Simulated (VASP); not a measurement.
Here is a VASP 6.6.1 calculation.

Contents of INCAR:

```
PREC = Accurate
ENCUT = 520
EDIFF = 1E-6
ISMEAR = -1
SIGMA = 0.05
LREAL = False
LASPH = True
NELM = 60
ALGO = Fast
ISIF = 2
LWAVE = False
LCHARG = False
GGA = PE
NBANDS = 19
```

KPOINTS

```
Automatic mesh
0
Gamma
  8 8 6
```

The input POSCAR:

```
TaTl
1.0
    3.4252619619      0.0000000000      0.0000000000
    0.0000000000      3.4252619619      0.0000000000
    0.0000000000      0.0000000000      4.2324722820
Ta Tl
1 1
Direct
    0.5000000000      0.5000000000      0.5000000000
    0.0000000000      0.0000000000      0.0000000000
```

Potentials or basis: VASP PAW PBE potentials, release 64 (Ta_pv, Tl_d).

Launch:

```bash
$ cat potpaw_PBE.64/Ta_pv/POTCAR potpaw_PBE.64/Tl_d/POTCAR > POTCAR
$ mpirun -np 1 vasp_std > vasp.out
```

Problem. Predict the pressure.

Solution. -15.0 GPa.

Problem. Estimate the band gap on the k mesh.

Solution. Zero (band 12 reaches 6.51 eV, above the bottom of band 13 at 5.70 eV).

Stress tensor (GPa, compression positive):
```
-17.15   0.00   0.00
  0.00 -17.15   0.00
  0.00   0.00 -10.61
```

Caveat: spin-orbit coupling is left out, which moves the levels of the heavy elements.
